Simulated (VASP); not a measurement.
# Ga (P6/mmm) in VASP: a series of runs, part 2 of 3

VASP 6.6.1.

**3. Single point, PBE (volume scaled by 0.85)**

INCAR

```
PREC = Accurate
ENCUT = 520
EDIFF = 1E-6
ISMEAR = -1
SIGMA = 0.05
LREAL = False
LASPH = True
NELM = 100
ALGO = Normal
ISIF = 2
LWAVE = False
LCHARG = False
GGA = PE
NBANDS = 12
```

KPOINTS

```
Automatic mesh
0
Gamma
  17 17 15
```

POSCAR

```
Ga
1.0
    2.7088094483      0.0000000000      0.0000000000
   -1.3544047242      2.3458977962      0.0000000000
    0.0000000000      0.0000000000      2.5920438797
Ga
1
Direct
    0.0000000000      0.0000000000      0.0000000000
```

Potentials or basis: VASP PAW PBE potentials, release 64 (Ga_d).

Run with:

```console
$ cat potpaw_PBE.64/Ga_d/POTCAR > POTCAR
$ mpirun -np 1 vasp_std > vasp.out
```

OUTCAR:

```text
PREC = Accurate
   ENCUT = 520
   EDIFF = 1E-6
   ISMEAR = -1
   LREAL = False
   LASPH = True
   NELM = 100
   ISIF = 2
   GGA = PE

 ion  position               nearest neighbor table
   1  0.000  0.000  0.000-

  LATTYP: Found a hexagonal cell.
 ALAT       =     2.7088094483
 C/A-ratio  =     0.9568941371

  Lattice vectors:

 A1 = (   2.7088094483,   0.0000000000,   0.0000000000)
 A2 = (  -1.3544047242,   2.3458977962,   0.0000000000)
 A3 = (   0.0000000000,   0.0000000000,   2.5920438797)

Analysis of symmetry for initial positions (statically):
=====================================================================
 Subroutine PRICEL returns:
 Original cell was already a primitive cell.

 Routine SETGRP: Setting up the symmetry group for a
 hexagonal supercell.

 Subroutine GETGRP returns: Found 24 space group operations
 (whereof 24 operations were pure point group operations)
 out of a pool of 24 trial point group operations.

The static configuration has the point symmetry D_6h.

Analysis of symmetry for dynamics (positions and initial velocities):
=====================================================================
 Subroutine PRICEL returns:
 Original cell was already a primitive cell.

 Routine SETGRP: Setting up the symmetry group for a
 hexagonal supercell.

 Subroutine GETGRP returns: Found 24 space group operations
 (whereof 24 operations were pure point group operations)
 out of a pool of 24 trial point group operations.

The dynamic configuration has the point symmetry D_6h.

 Subroutine INISYM returns: Found 24 space group operations
 (whereof 24 operations are pure point group operations),
 and found     1 'primitive' translations

----------------------------------------------------------------------------------------

                                     Primitive cell

  volume of cell :      16.4714

  direct lattice vectors                    reciprocal lattice vectors
     2.708809448  0.000000000  0.000000000     0.369165871  0.213138015  0.000000000
    -1.354404724  2.345897796  0.000000000     0.000000000  0.426276030  0.000000000
     0.000000000  0.000000000  2.592043880     0.000000000  0.000000000  0.385795938

  length of vectors
     2.708809448  2.708809448  2.592043880     0.426276030  0.426276030  0.385795938

  position of ions in fractional coordinates (direct lattice)
     0.000000000  0.000000000  0.000000000

  ion indices of the primitive-cell ions
   primitive index   ion index
                 1           1

----------------------------------------------------------------------------------------

 KPOINTS: Automatic mesh

Automatic generation of k-mesh.
 Grid dimensions read from file:
 generate k-points for:   17   17   15

 Generating k-lattice:

  Cartesian coordinates                     Fractional coordinates (reciprocal lattice)
     0.021715639  0.012537530  0.000000000     0.058823529  0.000000000  0.000000000
     0.000000000  0.025075061  0.000000000     0.000000000  0.058823529  0.000000000
     0.000000000  0.000000000  0.025719729     0.000000000  0.000000000  0.066666667

  Length of vectors
     0.025075061  0.025075061  0.025719729

  Shift w.r.t. Gamma in fractional coordinates (k-lattice)
     0.000000000  0.000000000  0.000000000

 Subroutine IBZKPT returns following result:
 ===========================================

 Found    264 irreducible k-points:

 Following reciprocal coordinates:
            Coordinates               Weight
  0.000000  0.000000  0.000000      1.000000
  0.058824 -0.000000  0.000000      6.000000
  0.117647 -0.000000  0.000000      6.000000
  0.176471  0.000000  0.000000      6.000000
  0.235294 -0.000000  0.000000      6.000000
  0.294118  0.000000  0.000000      6.000000
[... 16 lines left out ...]
  0.411765  0.117647  0.000000     12.000000
  0.176471  0.176471  0.000000      6.000000
 [... further k-points ...]
   k-points           NKPTS =    264   k-points in BZ     NKDIM =    264   number of bands    NBANDS=     12
   number of dos      NEDOS =    301   number of ions     NIONS =      1
   total plane-waves  NPLWV =   8000
   dimension x,y,z NGX =    20 NGY =   20 NGZ =   20
   dimension x,y,z NGXF=    40 NGYF=   40 NGZF=   40
   ions per type =               1
   NGX,Y,Z   is equivalent  to a cutoff of  12.27, 12.27, 12.83 a.u.
   NGXF,Y,Z  is equivalent  to a cutoff of  24.55, 24.55, 25.65 a.u.
 SYSTEM =  unknown system
   PREC   = accura    normal or accurate (medium, high low for compatibility)
   ISTART =      0    job   : 0-new  1-cont  2-samecut
   ICHARG =      2    charge: 1-file 2-atom 10-const
   ISPIN  =      1    spin polarized calculation?
   LNONCOLLINEAR =      F non collinear calculations
   LSORBIT =      F    spin-orbit coupling
   LASPH  =      T    aspherical Exc in radial PAW
   ENCUT  =  520.0 eV  38.22 Ry    6.18 a.u.   5.04  5.04  4.82*2*pi/ulx,y,z
   NELM   =    100;   NELMIN=  2; NELMDL= -5     # of ELM steps
   EDIFF  = 0.1E-05   stopping-criterion for ELM
   LREAL  =      F    real-space projection
   EDIFFG = 0.1E-04   stopping-criterion for IOM
   NSW    =      0    number of steps for IOM
   IBRION =     -1    ionic relax: 0-MD 1-quasi-New 2-CG
   NFREE  =      0    steps in history (QN), initial steepest desc. (CG)
   ISIF   =      2    stress and relaxation
   ISYM   =      2    0-nonsym 1-usesym 2-fastsym
   POTIM  = 0.5000    time-step for ionic-motion
   TEBEG  =    0.0;   TEEND  =   0.0 temperature during run
   PSTRESS=    0.0 pullay stress
   NELECT =      13.0000    total number of electrons
   NUPDOWN=      -1.0000    fix difference up-down
   EMIN   =  10.00;   EMAX   =-10.00  energy-range for DOS
   EFERMI =   0.00;   METHOD = LEGACY
   ISMEAR =    -1;   SIGMA  =   0.05  broadening in eV -4-tet -1-fermi 0-gaus
   EFERMI_NEDOS =   21; number of points for ismear=-14 and -15
   IALGO  =     38    algorithm
   IMIX   =      4    mixing-type and parameters
     AMIX     =   0.40;   BMIX     =  1.00
     AMIX_MAG =   1.60;   BMIX_MAG =  1.00
  volume/ion in A,a.u.               =      16.47       111.15
  Fermi-wavevector in a.u.,A,eV,Ry     =   1.512908  2.858982 31.142266  2.288892
  Thomas-Fermi vector in A             =   2.622770
   LORBIT       =      0    0 simple, 1 ext, 2 COOP (PROOUT), +10 PAW based schemes
   GGA     = PE    functional components
   LHFCALC =     F    Hartree Fock is set to
   AEXX    =    0.0000 exact exchange contribution
   IVDW    =     0    specifies the selected vdW correction
   LEPSILON=     F    determine dielectric tensor
   LRPA    =     F    only Hartree local field effects (RPA)
 non-spin polarized calculation
  energy-cutoff  :      520.00
  volume of cell :       16.47
 maximum number of plane-waves:       454
   NGX = 11   NGY = 11   NGZ =  9

 number of electron      12.9999987 magnetization

 Free energy of the ion-electron system (eV)
  ---------------------------------------------------
  ext. energy  EPLUGINS =         0.00000000
  ---------------------------------------------------
  free energy    TOTEN  =        -2.77253452 eV

  energy without entropy =       -2.76928083  energy(sigma->0) =       -2.77090768

 E-fermi :   6.6458     XC(G=0): -11.6684

 val. band max:        6.6270015394   @ k =   0.3529  -0.0000   0.0000
 cond. band min:       6.7008114950   @ k =   0.4118   0.0000   0.3333
 fundamental gap:      0.0738099555
 Fermi energy:         6.6458377284

 k-point     1 :       0.0000    0.0000    0.0000
  band No.  band energies     occupation
      1      -8.6958      2.00000
      2      -8.3419      2.00000
      3      -8.3419      2.00000
      4      -7.9731      2.00000
      5      -7.9731      2.00000
      6      -5.3524      2.00000
      7      16.2104      0.00000
      8      19.5718      0.00000
      9      19.9518      0.00000
     10      19.9519      0.00000
     11      23.8503      0.00000
     12      24.3748      0.00000
[... 331 lines left out ...]
 k-point    24 :       0.1765    0.1765    0.0000
  band No.  band energies     occupation
      1      -8.5678      2.00000
      2      -8.4148      2.00000
      3      -8.1274      2.00000
      4      -8.0938      2.00000
      5      -8.0137      2.00000
      6      -2.6783      2.00000
      7      10.0522      0.00000
      8      11.3147      0.00000
      9      18.9640      0.00000
     10      22.0766      0.00000
     11      24.5790      0.00000
     12      27.0063      0.00000

 [... further k-points ...]

------------------------ aborting loop because EDIFF is reached ----------------------------------------

  FORCE on cell =-STRESS in cart. coord.  units (eV):
  Direction    XX          YY          ZZ          XY          YZ          ZX
  --------------------------------------------------------------------------------------
  -------------------------------------------------------------------------------------
  Total        1.2394525      1.2394525      1.2345089     -0.0000000      0.0000000      0.0000000
  in kB      120.5620363    120.5620363    120.0811702     -0.0000000      0.0000000      0.0000000
  external PRESSURE =     120.4017476 kB  Pullay stress =       0.0000000 kB

 VOLUME and BASIS-vectors are now :
 -----------------------------------------------------------------------------
  energy-cutoff  :      520.00
  volume of cell :       16.47
      direct lattice vectors                 reciprocal lattice vectors
     2.708809448  0.000000000  0.000000000     0.369165871  0.213138015  0.000000000
    -1.354404724  2.345897796  0.000000000     0.000000000  0.426276030  0.000000000
     0.000000000  0.000000000  2.592043880     0.000000000  0.000000000  0.385795938

 POSITION                                       TOTAL-FORCE (eV/Angst)
 -----------------------------------------------------------------------------------
      0.00000      0.00000      0.00000         0.000000      0.000000      0.000000
 -----------------------------------------------------------------------------------
    total drift:                               -0.000000      0.000000      0.000000

  FREE ENERGIE OF THE ION-ELECTRON SYSTEM (eV)
  ---------------------------------------------------
  free  energy   TOTEN  =        -2.7725345217 eV

  energy  without entropy=       -2.7692808322  energy(sigma->0) =       -2.77090768
```

OSZICAR:

```text
N       E                     dE             d eps       ncg     rms          rms(c)
DAV:   1     0.425281187281E+02    0.42528E+02   -0.66376E+03  6952   0.196E+03
DAV:   2    -0.861268173282E+00   -0.43389E+02   -0.41693E+02  6740   0.258E+02
DAV:   3    -0.278951008052E+01   -0.19282E+01   -0.19237E+01  7192   0.447E+01
DAV:   4    -0.280468989366E+01   -0.15180E-01   -0.15178E-01  7348   0.415E+00
DAV:   5    -0.280484894299E+01   -0.15905E-03   -0.15905E-03  7480   0.403E-01    0.111E+00
DAV:   6    -0.277795507021E+01    0.26894E-01   -0.50883E-02  7932   0.485E+00    0.543E-01
DAV:   7    -0.277312631856E+01    0.48288E-02   -0.84290E-03  8188   0.165E+00    0.151E-01
DAV:   8    -0.277253023812E+01    0.59608E-03   -0.85196E-04  7512   0.505E-01    0.144E-02
DAV:   9    -0.277253461440E+01   -0.43763E-05   -0.89918E-06  8364   0.394E-02    0.366E-03
DAV:  10    -0.277253452166E+01    0.92737E-07   -0.39646E-07  5012   0.123E-02
   1 F= -.27725345E+01 E0= -.27709077E+01  d E =-.325369E-02
```

stdout:

```text
POSCAR found type information on POSCAR Ga
 POSCAR found :  1 types and       1 ions
 scaLAPACK will be used
 LDA part: xc-table for (Slater+PW92), standard interpolation
 POSCAR, INCAR and KPOINTS ok, starting setup
 FFT: planning ... GRIDC
 FFT: planning ... GRID_SOFT
 FFT: planning ... GRID
 WAVECAR not read
 entering main loop
```

Wall time 29 s (1 thread of Intel Xeon Platinum 8488C (Sapphire Rapids), shared host); peak memory 0.16 GiB.

What came out:

* Free energy: -2.7725 eV
* Pressure: 12.0 GPa

(Continued in part 3 of 3.)
